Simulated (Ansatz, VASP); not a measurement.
Si in VASP and in Ansatz

File INCAR:

```
SYSTEM = Si
ALGO = Normal
EDIFF = 1E-6
EDIFFG = -0.04
ENCUT = 600
GGA = PE
IBRION = 2
ISIF = 3
ISMEAR = 0
LASPH = .True.
LCHARG = .False.
LREAL = .False.
LWAVE = .False.
NELM = 100
NSW = 90
PREC = Accurate
SIGMA = 0.1
```

File KPOINTS:

```
k-points
0
Gamma
  6 6 4
  0 0 0
```

The input POSCAR:

```
Si
1.0
    2.5531106800     -1.8999551200      0.0000000000
    2.5531106800      1.8999551200      0.0000000000
   -1.9010078300      0.0000000000      5.4619761000
Si
4
Direct
    0.1776148900      0.5098906500      0.8535333300
    0.4901093500      0.8223851100      0.6464666700
    0.8223851100      0.4901093500      0.1464666700
    0.5098906500      0.1776148900      0.3535333300
```

Input for Ansatz:

```yaml
crystal:
  lattice:
    - [2.55311068, -1.89995512, 0.0]
    - [2.55311068, 1.89995512, 0.0]
    - [-1.90100783, 0.0, 5.4619761]
  atoms:
    - { symbol: Si, position: [0.17761489, 0.50989065, 0.85353333] }
    - { symbol: Si, position: [0.49010935, 0.82238511, 0.64646667] }
    - { symbol: Si, position: [0.82238511, 0.49010935, 0.14646667] }
    - { symbol: Si, position: [0.50989065, 0.17761489, 0.35353333] }
basis:
  ecutwfc: 420
kpoints:
  mp_grid: { grid: [6, 6, 4] }
hamiltonian:
  xc: pbe
scf:
  occupations: { method: gaussian, width: 0.1 }
  lower_state_search: "off"
output:
  forces: true
  stress: true
  eigenvalues: true
relax:
  adjacent_minimum: "off"
  f_tol: 0.04
  max_steps: 70
  cell: { stress_tol: 0.4 }
```

Alike in both runs: task relaxation of cell and atoms; functional PBE; k mesh 6 × 6 × 4; occupations gaussian, width 0.1 eV; no spin polarisation.

```csv
,VASP,Ansatz
version,VASP 6.6.1,Ansatz 0.2.0
potentials or method,"VASP PAW PBE potentials, release 64 (Si), cutoff 600 eV","scalar-relativistic, plane waves, PAW"
valence electrons in the cell,16,16
```

VASP gave:

```
gap on the k mesh at the Fermi level, each at its own relaxed structure (eV) : none
relaxed volume (Å³/atom)                                                     : 17.07
relaxed cell length with the largest relative difference (Å)                 : 6.076
```

What did Ansatz give for the same quantities?

gap on the k mesh at the Fermi level, each at its own relaxed structure (eV): none; relaxed volume (Å³/atom): 17.15; relaxed cell length with the largest relative difference (Å): 6.085.

A gap of «none» marks a metal or a gap that the smearing closes.

Noted on VASP's run: the volume moved by over 15 % at a fixed basis, so the end points are rough.
